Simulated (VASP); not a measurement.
# In (P4/mmm) in VASP: density of states with PBE

Aim: the density of states of In with PBE.

Program: VASP 6.6.1. These are calculated values, not measurements. Logs are shortened: lines on timing, memory, paths and dates and some standing lists are left out, and cuts for length are marked.

## Step 1: The cell of the first run

The typed cell holds 1 atom: a = 3.091 Å, b = 3.091 Å, c = 3.088 Å, α = 90.00°, β = 90.00°, γ = 90.00°.

## Step 2: Density of states, PBE

POSCAR

```
In
1.0
    3.0907644659      0.0000000000      0.0000000000
    0.0000000000      3.0907644659      0.0000000000
    0.0000000000      0.0000000000      3.0881661279
In
1
Direct
    0.0000000000      0.0000000000      0.5000000000
```

INCAR.step1

```
SYSTEM = In
  ALGO = Fast
  EDIFF = 1E-6
  ENCUT = 520
  GGA = PE
  ISIF = 2
  ISMEAR = 0
  LASPH = .True.
  LCHARG = .True.
  LREAL = .False.
  LWAVE = .False.
  NBANDS = 12
  NELM = 60
  PREC = Accurate
  SIGMA = 0.1
```

KPOINTS.step1

```
k-points
0
Gamma
  18 18 18
  0 0 0
```

INCAR.step2

```
SYSTEM = In
  ALGO = Fast
  EDIFF = 1E-6
  ENCUT = 520
  GGA = PE
  ICHARG = 11
  ISIF = 2
  ISMEAR = -5
  LASPH = .True.
  LCHARG = .False.
  LORBIT = 10
  LREAL = .False.
  LWAVE = .False.
  NEDOS = 2001
  NELM = 60
  PREC = Accurate
  SIGMA = 0.1
```

KPOINTS.step2

```
k-points
0
Gamma
  27 27 27
  0 0 0
```

Potentials or basis: VASP PAW PBE potentials, release 64 (In_d).

Run with:

```bash
cat potpaw_PBE.64/In_d/POTCAR > POTCAR
cp INCAR.step1 INCAR
cp KPOINTS.step1 KPOINTS
mpirun -np 1 vasp_std > vasp.out
cp INCAR.step2 INCAR
cp KPOINTS.step2 KPOINTS
mpirun -np 1 vasp_std > vasp.out
```

OUTCAR:

```text
SYSTEM = In
   EDIFF = 1E-6
   ENCUT = 520
   GGA = PE
   ICHARG = 11
   ISIF = 2
   ISMEAR = -5
   LASPH = .True.
   LORBIT = 10
   LREAL = .False.
   NELM = 60
   PREC = Accurate

 ion  position               nearest neighbor table
   1  0.000  0.000  0.500-

  LATTYP: Found a simple tetragonal cell.
 ALAT       =     3.0907644659
 C/A-ratio  =     0.9991593219

  Lattice vectors:

 A1 = (   3.0907644659,   0.0000000000,   0.0000000000)
 A2 = (   0.0000000000,   3.0907644659,   0.0000000000)
 A3 = (   0.0000000000,   0.0000000000,   3.0881661279)

Analysis of symmetry for initial positions (statically):
=====================================================================
 Subroutine PRICEL returns:
 Original cell was already a primitive cell.

 Routine SETGRP: Setting up the symmetry group for a
 simple tetragonal supercell.

 Subroutine GETGRP returns: Found 16 space group operations
 (whereof 16 operations were pure point group operations)
 out of a pool of 16 trial point group operations.

The static configuration has the point symmetry D_4h.

Analysis of symmetry for dynamics (positions and initial velocities):
=====================================================================
 Subroutine PRICEL returns:
 Original cell was already a primitive cell.

 Routine SETGRP: Setting up the symmetry group for a
 simple tetragonal supercell.

 Subroutine GETGRP returns: Found 16 space group operations
 (whereof 16 operations were pure point group operations)
 out of a pool of 16 trial point group operations.

The dynamic configuration has the point symmetry D_4h.

 Subroutine INISYM returns: Found 16 space group operations
 (whereof 16 operations are pure point group operations),
 and found     1 'primitive' translations

----------------------------------------------------------------------------------------

                                     Primitive cell

  volume of cell :      29.5007

  direct lattice vectors                    reciprocal lattice vectors
     3.090764466  0.000000000  0.000000000     0.323544551  0.000000000  0.000000000
     0.000000000  3.090764466  0.000000000     0.000000000  0.323544551  0.000000000
     0.000000000  0.000000000  3.088166128     0.000000000  0.000000000  0.323816776
[... 89 lines left out ...]
   NFREE  =      0    steps in history (QN), initial steepest desc. (CG)
   ISIF   =      2    stress and relaxation
   ISYM   =      2    0-nonsym 1-usesym 2-fastsym
   POTIM  = 0.5000    time-step for ionic-motion
   TEBEG  =    0.0;   TEEND  =   0.0 temperature during run
   PSTRESS=    0.0 pullay stress
   NELECT =      13.0000    total number of electrons
   NUPDOWN=      -1.0000    fix difference up-down
   EMIN   =  10.00;   EMAX   =-10.00  energy-range for DOS
   EFERMI =   0.00;   METHOD = LEGACY
   ISMEAR =    -5;   SIGMA  =   0.10  broadening in eV -4-tet -1-fermi 0-gaus
   EFERMI_NEDOS =   21; number of points for ismear=-14 and -15
   IALGO  =     68    algorithm
   IMIX   =      4    mixing-type and parameters
     AMIX     =   0.40;   BMIX     =  1.00
     AMIX_MAG =   1.60;   BMIX_MAG =  1.00
  volume/ion in A,a.u.               =      29.50       199.08
  Fermi-wavevector in a.u.,A,eV,Ry     =   1.245791  2.354203 21.116170  1.551995
  Thomas-Fermi vector in A             =   2.379997
   LORBIT       =     10    0 simple, 1 ext, 2 COOP (PROOUT), +10 PAW based schemes
   GGA     = PE    functional components
   LHFCALC =     F    Hartree Fock is set to
   AEXX    =    0.0000 exact exchange contribution
   IVDW    =     0    specifies the selected vdW correction
   LEPSILON=     F    determine dielectric tensor
   LRPA    =     F    only Hartree local field effects (RPA)
 non-spin polarized calculation
 RMM-DIIS sequential band-by-band and
 Fermi weights with tetrahedron method with Bloechl corrections
  energy-cutoff  :      520.00
  volume of cell :       29.50
 maximum number of plane-waves:       817
 NGX is ok and might be reduce to    24

 number of electron      12.9999984 magnetization

 Free energy of the ion-electron system (eV)
  ---------------------------------------------------
  ext. energy  EPLUGINS =         0.00000000
  ---------------------------------------------------
  free energy    TOTEN  =        -2.46362261 eV

  energy without entropy =       -2.46362261  energy(sigma->0) =       -2.46362261

 E-fermi :   6.0924     XC(G=0):  -9.6158

 val. band max:        6.0980116113   @ k =   0.4074   0.1111   0.4074
 cond. band min:       6.0057464968   @ k =   0.4815   0.4815   0.1481
 fundamental gap:     -0.0922651145
 Fermi energy:         6.0923871754

 k-point     1 :       0.0000    0.0000    0.0000
  band No.  band energies     occupation
      1      -8.8313      2.00000
      2      -8.8297      2.00000
      3      -8.1818      2.00000
      4      -8.1810      2.00000
      5      -8.1810      2.00000
      6      -2.7375      2.00000
      7      13.1700      0.00000
      8      13.1700      0.00000
      9      13.1966      0.00000
     10      16.3266      0.00000
[... 287 lines left out ...]
 k-point    24 :       0.3704    0.0370    0.0000
  band No.  band energies     occupation
      1      -8.7916      2.00000
      2      -8.4429      2.00000
      3      -8.3353      2.00000
      4      -8.3304      2.00000
      5      -8.1707      2.00000
      6      -0.4590      2.00000
      7       4.6515      2.00000
      8      14.9734      0.00000
      9      15.4133      0.00000
     10      17.9102      0.00000

 [... further k-points ...]

------------------------ aborting loop because EDIFF is reached ----------------------------------------

  FORCE on cell =-STRESS in cart. coord.  units (eV):
  Direction    XX          YY          ZZ          XY          YZ          ZX
  --------------------------------------------------------------------------------------
  -------------------------------------------------------------------------------------
  Total        0.0137651      0.0137651      0.0234410      0.0000000     -0.0000000      0.0000000
  in kB        0.7475795      0.7475795      1.2730778      0.0000000     -0.0000000      0.0000000
  external PRESSURE =       0.9227456 kB  Pullay stress =       0.0000000 kB

 VOLUME and BASIS-vectors are now :
 -----------------------------------------------------------------------------
  energy-cutoff  :      520.00
  volume of cell :       29.50
      direct lattice vectors                 reciprocal lattice vectors
     3.090764466  0.000000000  0.000000000     0.323544551  0.000000000  0.000000000
     0.000000000  3.090764466  0.000000000     0.000000000  0.323544551  0.000000000
     0.000000000  0.000000000  3.088166128     0.000000000  0.000000000  0.323816776

 POSITION                                       TOTAL-FORCE (eV/Angst)
 -----------------------------------------------------------------------------------
      0.00000      0.00000      1.54408         0.000000      0.000000      0.000000
 -----------------------------------------------------------------------------------
    total drift:                                0.000000     -0.000000      0.000000

  FREE ENERGIE OF THE ION-ELECTRON SYSTEM (eV)
  ---------------------------------------------------
  free  energy   TOTEN  =        -2.4636226055 eV

  energy  without entropy=       -2.4636226055  energy(sigma->0) =       -2.46362261

 total charge

# of ion       s       p       d       tot
------------------------------------------
    1        0.984   0.529   9.839  11.352
```

OUTCAR.step1:

```text
SYSTEM = In
   EDIFF = 1E-6
   ENCUT = 520
   GGA = PE
   ISIF = 2
   ISMEAR = 0
   LASPH = .True.
[... 579 lines left out ...]
 POSITION                                       TOTAL-FORCE (eV/Angst)
 -----------------------------------------------------------------------------------
      0.00000      0.00000      1.54408         0.000000      0.000000      0.000000
 -----------------------------------------------------------------------------------
    total drift:                                0.000000     -0.000000      0.000000

  FREE ENERGIE OF THE ION-ELECTRON SYSTEM (eV)
  ---------------------------------------------------
  free  energy   TOTEN  =        -2.4646766098 eV

  energy  without entropy=       -2.4619171983  energy(sigma->0) =       -2.46329690
```

It took 5 min on 1 thread of Intel Xeon Platinum 8259CL at 2.50GHz (Skylake/Cascade Lake), shared host; peak memory 0.56 GiB.

What came out:

| Quantity | Value |
| --- | --- |
| Valence electrons inside the program's atomic spheres | In 11.35 |

Caveat: spin-orbit coupling is left out, which moves the levels of the heavy elements; tetrahedron occupations give inexact forces and stress in metals.
